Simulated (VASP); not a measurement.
# SnO (P-6m2) in VASP: a series of runs

Runs on SnO. Level: PBE. Tasks: single point.

Everything below comes from runs of VASP 6.6.1. Logs are shortened: lines on timing, memory, paths and dates and some standing lists are left out, and cuts for length are marked.

**1. The cell of the first run**

It takes space group P-6m2 (No. 187, hexagonal). Conventional cell: a = 4.222 Å, b = 4.222 Å, c = 5.456 Å, α = 90.00°, β = 90.00°, γ = 120.00°. Sn (site symmetry 3m) has 3 O at 2.44 Å and 2 Sn at 2.51 to 2.95 Å within 3.2 Å. Within 3.2 Å of O (site symmetry 3m) lie 3 Sn at 2.44 Å and 2 O at 2.67 to 2.79 Å.

The cell was generated, and may not be a known phase.

**2. Single point, PBE**

INCAR reads:

```
PREC = Accurate
ENCUT = 520
EDIFF = 1E-7
ISMEAR = 0
SIGMA = 0.1
LREAL = False
LASPH = True
NELM = 80
ALGO = Normal
ISIF = 2
LWAVE = False
LCHARG = False
GGA = PE
NBANDS = 28
```

KPOINTS reads:

```
regular mesh
0
Gamma
  6 6 4
```

POSCAR reads:

```
SnO
1.0
    4.2219045500      0.0000000000      0.0000000000
   -2.1109522700      3.6562765900      0.0000000000
    0.0000000000      0.0000000000      5.4560547100
Sn O
2 2
Direct
    0.3333333300      0.6666666700      0.7296472000
    0.3333333300      0.6666666700      0.2703528000
    0.6666666700      0.3333333300      0.7553115200
    0.6666666700      0.3333333300      0.2446884800
```

Potentials or basis: VASP PAW PBE potentials, release 64 (Sn_d, O).

Launch:

```sh
$ cat potpaw_PBE.64/Sn_d/POTCAR potpaw_PBE.64/O/POTCAR > POTCAR
$ mpirun -np 1 vasp_std > vasp.out
```

OUTCAR:

```text
PREC = Accurate
   ENCUT = 520
   EDIFF = 1E-7
   ISMEAR = 0
   LREAL = False
   LASPH = True
   NELM = 80
   ISIF = 2
   GGA = PE

 ion  position               nearest neighbor table
   1  0.333  0.667  0.730-   3 2.44   3 2.44   3 2.44   2 2.51   2 2.95
   2  0.333  0.667  0.270-   4 2.44   4 2.44   4 2.44   1 2.51   1 2.95
   3  0.667  0.333  0.755-   1 2.44   1 2.44   1 2.44
   4  0.667  0.333  0.245-   2 2.44   2 2.44   2 2.44

  LATTYP: Found a hexagonal cell.
 ALAT       =     4.2219045500
 C/A-ratio  =     1.2923207158

  Lattice vectors:

 A1 = (   4.2219045500,   0.0000000000,   0.0000000000)
 A2 = (  -2.1109522700,   3.6562765900,   0.0000000000)
 A3 = (   0.0000000000,   0.0000000000,   5.4560547100)

Analysis of symmetry for initial positions (statically):
=====================================================================
 Subroutine PRICEL returns:
 Original cell was already a primitive cell.

 Routine SETGRP: Setting up the symmetry group for a
 hexagonal supercell.

 Subroutine GETGRP returns: Found 12 space group operations
 (whereof 12 operations were pure point group operations)
 out of a pool of 24 trial point group operations.

The static configuration has the point symmetry D_3h.

Analysis of symmetry for dynamics (positions and initial velocities):
=====================================================================
 Subroutine PRICEL returns:
 Original cell was already a primitive cell.

 Routine SETGRP: Setting up the symmetry group for a
 hexagonal supercell.

 Subroutine GETGRP returns: Found 12 space group operations
 (whereof 12 operations were pure point group operations)
 out of a pool of 24 trial point group operations.

The dynamic configuration has the point symmetry D_3h.

 Subroutine INISYM returns: Found 12 space group operations
 (whereof 12 operations are pure point group operations),
 and found     1 'primitive' translations

----------------------------------------------------------------------------------------

                                     Primitive cell

  volume of cell :      84.2221

  direct lattice vectors                    reciprocal lattice vectors
     4.221904550  0.000000000  0.000000000     0.236859926  0.136751142  0.000000000
    -2.110952270  3.656276590  0.000000000     0.000000000  0.273502284  0.000000000
     0.000000000  0.000000000  5.456054710     0.000000000  0.000000000  0.183282620
[... 83 lines left out ...]
   NELM   =     80;   NELMIN=  2; NELMDL= -5     # of ELM steps
   EDIFF  = 0.1E-06   stopping-criterion for ELM
   LREAL  =      F    real-space projection
   EDIFFG = 0.1E-05   stopping-criterion for IOM
   NSW    =      0    number of steps for IOM
   IBRION =     -1    ionic relax: 0-MD 1-quasi-New 2-CG
   NFREE  =      0    steps in history (QN), initial steepest desc. (CG)
   ISIF   =      2    stress and relaxation
   ISYM   =      2    0-nonsym 1-usesym 2-fastsym
   POTIM  = 0.5000    time-step for ionic-motion
   TEBEG  =    0.0;   TEEND  =   0.0 temperature during run
   PSTRESS=    0.0 pullay stress
   NELECT =      40.0000    total number of electrons
   NUPDOWN=      -1.0000    fix difference up-down
   EMIN   =  10.00;   EMAX   =-10.00  energy-range for DOS
   EFERMI =   0.00;   METHOD = LEGACY
   ISMEAR =     0;   SIGMA  =   0.10  broadening in eV -4-tet -1-fermi 0-gaus
   EFERMI_NEDOS =   21; number of points for ismear=-14 and -15
   IALGO  =     38    algorithm
   IMIX   =      4    mixing-type and parameters
     AMIX     =   0.40;   BMIX     =  1.00
     AMIX_MAG =   1.60;   BMIX_MAG =  1.00
  volume/ion in A,a.u.               =      21.06       142.09
  Fermi-wavevector in a.u.,A,eV,Ry     =   1.277280  2.413709 22.197145  1.631444
  Thomas-Fermi vector in A             =   2.409888
   LORBIT       =      0    0 simple, 1 ext, 2 COOP (PROOUT), +10 PAW based schemes
   GGA     = PE    functional components
   LHFCALC =     F    Hartree Fock is set to
   AEXX    =    0.0000 exact exchange contribution
   IVDW    =     0    specifies the selected vdW correction
   LEPSILON=     F    determine dielectric tensor
   LRPA    =     F    only Hartree local field effects (RPA)
 non-spin polarized calculation
 Gauss-broadening in eV      SIGMA  =   0.10
  energy-cutoff  :      520.00
  volume of cell :       84.22
 maximum number of plane-waves:      2288
 NGX is ok and might be reduce to    32

 number of electron      39.9999997 magnetization

 Free energy of the ion-electron system (eV)
  ---------------------------------------------------
  ext. energy  EPLUGINS =         0.00000000
  ---------------------------------------------------
  free energy    TOTEN  =       -18.76657743 eV

  energy without entropy =      -18.75324246  energy(sigma->0) =      -18.75990994

 E-fermi :   4.6927     XC(G=0):  -9.3126

 val. band max:        4.6812873998   @ k =   0.3333   0.1667   0.0000
 cond. band min:       4.6936016560   @ k =   0.3333   0.3333   0.0000
 fundamental gap:      0.0123142562
 Fermi energy:         4.6926690539

 k-point     1 :       0.0000    0.0000    0.0000
  band No.  band energies     occupation
      1     -17.6893      2.00000
      2     -17.2631      2.00000
      3     -17.2631      2.00000
      4     -17.0920      2.00000
      5     -17.0920      2.00000
      6     -17.0405      2.00000
[... 640 lines left out ...]
     27      14.3880      0.00000
     28      15.1819      0.00000

------------------------ aborting loop because EDIFF is reached ----------------------------------------

  FORCE on cell =-STRESS in cart. coord.  units (eV):
  Direction    XX          YY          ZZ          XY          YZ          ZX
  --------------------------------------------------------------------------------------
  -------------------------------------------------------------------------------------
  Total      -10.5691284    -10.5691284     12.1516591     -0.0000000      0.0000000      0.0000000
  in kB     -201.0590322   -201.0590319    231.1638881     -0.0000003      0.0000000      0.0000000
  external PRESSURE =     -56.9847253 kB  Pullay stress =       0.0000000 kB

 VOLUME and BASIS-vectors are now :
 -----------------------------------------------------------------------------
  energy-cutoff  :      520.00
  volume of cell :       84.22
      direct lattice vectors                 reciprocal lattice vectors
     4.221904550  0.000000000  0.000000000     0.236859926  0.136751142  0.000000000
    -2.110952270  3.656276590  0.000000000     0.000000000  0.273502284  0.000000000
     0.000000000  0.000000000  5.456054710     0.000000000  0.000000000  0.183282620

 POSITION                                       TOTAL-FORCE (eV/Angst)
 -----------------------------------------------------------------------------------
     -0.00000      2.43752      3.98100         0.000000      0.000000      4.419755
     -0.00000      2.43752      1.47506         0.000000     -0.000000     -4.419755
      2.11095      1.21876      4.12102        -0.000000      0.000000     -0.306041
      2.11095      1.21876      1.33503        -0.000000      0.000000      0.306041
 -----------------------------------------------------------------------------------
    total drift:                               -0.000024      0.000014     -0.000000

  FREE ENERGIE OF THE ION-ELECTRON SYSTEM (eV)
  ---------------------------------------------------
  free  energy   TOTEN  =       -18.7665774250 eV

  energy  without entropy=      -18.7532424578  energy(sigma->0) =      -18.75990994
```

Run time: 21 s. Hardware: 1 thread of Intel Xeon 6975P-C (Granite Rapids), shared host; peak memory 0.21 GiB.

Results:

| Quantity | Value |
| --- | --- |
| Free energy | -18.7666 eV |
| Pressure | -5.7 GPa |
| Largest force | 4.420 eV/Å |
| Band gap on the k mesh | zero (bands 20 and 21 overlap by 0.08 eV) |

Forces in eV/Å, atoms in the order of the input:
```
Sn   0.000  0.000  4.420
Sn   0.000  0.000 -4.420
O    0.000  0.000 -0.306
O    0.000  0.000  0.306
```

Stress tensor (GPa, compression positive):
```
-20.11   0.00   0.00
  0.00 -20.11   0.00
  0.00   0.00  23.12
```

Caveat: the stress differs along the axes, from -20 to 23 GPa; semilocal functionals underestimate gaps, and a narrow one can read as zero; spin-orbit coupling is left out, which moves the levels of the heavy elements; forces of over 1 eV/Å act on the atoms, so gaps and moduli don't describe the material at rest.

**3. Single point, PBE**

This run uses another cell than the first one: it holds 2 atoms, not 4.

INCAR reads:

```
SYSTEM = SnO
PREC = Accurate
ENCUT = 520
EDIFF = 1E-6
ISMEAR = 0
SIGMA = 0.01
LREAL = .False.
LASPH = .True.
NELM = 80
ALGO = Normal
ISIF = 2
LWAVE = .False.
LCHARG = .False.
GGA = PE
NBANDS = 17
```

KPOINTS reads:

```
regular mesh
0
Gamma
  12 12 12
  0 0 0
```

POSCAR reads:

```
SnO
1.0
    3.7845756489      0.0000000000      0.0000000000
   -1.8922878245      3.2775386545      0.0000000000
    0.0000000000      0.0000000000      3.0549736153
Sn O
1 1
Direct
    0.3333333333      0.6666666667      0.5000000000
    0.6666666667      0.3333333333      0.5000000000
```

Potentials or basis: VASP PAW PBE potentials, release 64 (Sn_d, O).

Launch:

```sh
$ cat potpaw_PBE.64/Sn_d/POTCAR potpaw_PBE.64/O/POTCAR > POTCAR
$ mpirun -np 1 vasp_std > vasp.out
```

Wall time 27 s (1 thread of Intel Xeon 6975P-C (Granite Rapids), shared host); peak memory 0.21 GiB.

The run converged. Its results:

* Free energy: -10.5727 eV
* Pressure: 0.2 GPa
* Band gap on the k mesh: zero (bands 10 and 11 overlap by 0.02 eV)

Stress tensor (GPa, compression positive):
```
 0.30  0.00  0.00
 0.00  0.30  0.00
 0.00  0.00 -0.10
```

Levels at points of the mesh, in eV from the Fermi level:
| k point | band 8 | band 9 | band 10 | band 11 | band 12 | band 13 |
| --- | --- | --- | --- | --- | --- | --- |
| (0.00, 0.00, 0.00) | -3.75 | -3.75 | -1.91 | 4.51 | 4.51 | 8.20 |
| (0.50, 0.00, 0.00) | -4.72 | -1.57 | -1.57 | 2.14 | 6.31 | 8.78 |
| (0.00, 0.00, 0.50) | -3.42 | -3.42 | -2.63 | 0.73 | 6.93 | 6.93 |
| (0.50, 0.00, 0.50) | -4.22 | -3.61 | -1.11 | 1.06 | 4.75 | 6.00 |

Caveat: semilocal functionals underestimate gaps, and a narrow one can read as zero; spin-orbit coupling is left out, which moves the levels of the heavy elements.

**4. Single point, PBE**

This run uses another cell than the first one: it holds 2 atoms, not 4.

INCAR reads:

```
SYSTEM = SnO
ALGO = Normal
EDIFF = 1E-6
ENCUT = 520
GGA = PE
ISIF = 2
ISMEAR = 0
LASPH = .TRUE.
LCHARG = .FALSE.
LREAL = .FALSE.
LWAVE = .FALSE.
NBANDS = 17
NELM = 80
PREC = Accurate
SIGMA = 0.1
```

KPOINTS reads:

```
k-points
0
G
  18 18 18
  0 0 0
```

POSCAR reads:

```
SnO
1.0
    3.7848370033      0.0000000000      0.0000000000
   -1.8924185017      3.2777649940      0.0000000000
    0.0000000000      0.0000000000      3.0563386552
Sn O
1 1
Direct
    0.3333333333      0.6666666667      0.5000000000
    0.6666666667      0.3333333333      0.5000000000
```

Launch:

```sh
$ cat potpaw_PBE.64/Sn_d/POTCAR potpaw_PBE.64/O/POTCAR > POTCAR
$ mpirun -np 1 vasp_std > vasp.out
```

Run time: 71 s. Hardware: 1 thread of Intel Xeon 6975P-C (Granite Rapids), shared host; peak memory 0.33 GiB.

Results (log left out):

```yaml
Free_energy: -10.5733 eV
Pressure: 0.2 GPa
Band_gap_on_the_k_mesh: zero (bands 10 and 11 overlap by 0.05 eV)
```

Stress tensor (GPa, compression positive):
```
 0.29  0.00  0.00
 0.00  0.29  0.00
 0.00  0.00 -0.11
```

Levels at points of the mesh, in eV from the Fermi level:
| k point | band 7 | band 8 | band 9 | band 10 | band 11 | band 12 | band 13 | band 14 |
| --- | --- | --- | --- | --- | --- | --- | --- | --- |
| (0.00, 0.00, 0.00) | -6.01 | -3.75 | -3.75 | -1.91 | 4.51 | 4.51 | 8.20 | 9.09 |
| (0.50, 0.00, 0.00) | -8.57 | -4.71 | -1.57 | -1.57 | 2.14 | 6.31 | 8.76 | 9.08 |
| (0.00, 0.00, 0.50) | -5.25 | -3.42 | -3.42 | -2.63 | 0.74 | 6.93 | 6.93 | 11.51 |
| (0.50, 0.00, 0.50) | -6.70 | -4.22 | -3.61 | -1.11 | 1.06 | 4.75 | 6.00 | 9.18 |

Caveat: semilocal functionals underestimate gaps, and a narrow one can read as zero; spin-orbit coupling is left out, which moves the levels of the heavy elements.

**5. Summary**

```csv
cell,k mesh,smearing,gap on the mesh (eV),pressure (GPa)
"a = 4.222, b = 4.222, c = 5.456 Å, angles 90.0, 90.0, 120.0°, 4 atoms, atomic positions A",6 × 6 × 4,gaussian 0.1 eV,none,-5.7
"a = 3.785, b = 3.785, c = 3.055 Å, angles 90.0, 90.0, 120.0°, 2 atoms, atomic positions B",12 × 12 × 12,gaussian 0.01 eV,none,0.2
"a = 3.785, b = 3.785, c = 3.056 Å, angles 90.0, 90.0, 120.0°, 2 atoms, atomic positions B",18 × 18 × 18,gaussian 0.1 eV,none,0.2
```

Alike in all rows: task single point; level PBE; potentials or basis VASP PAW PBE potentials, release 64 (Sn_d, O); no spin polarisation; cutoff (eV) 520.

Caveats: semilocal functionals underestimate gaps, and a narrow one can read as zero; spin-orbit coupling is left out, which moves the levels of the heavy elements; the stress differs along the axes, from -20 to 23 GPa (at least some runs); forces of over 1 eV/Å act on the atoms, so gaps and moduli don't describe the material at rest (at least some runs).

Absolute energies hang on the potentials; compare differences alone.

The gap in the log of VASP goes by the Fermi energy; the results here count the filled bands.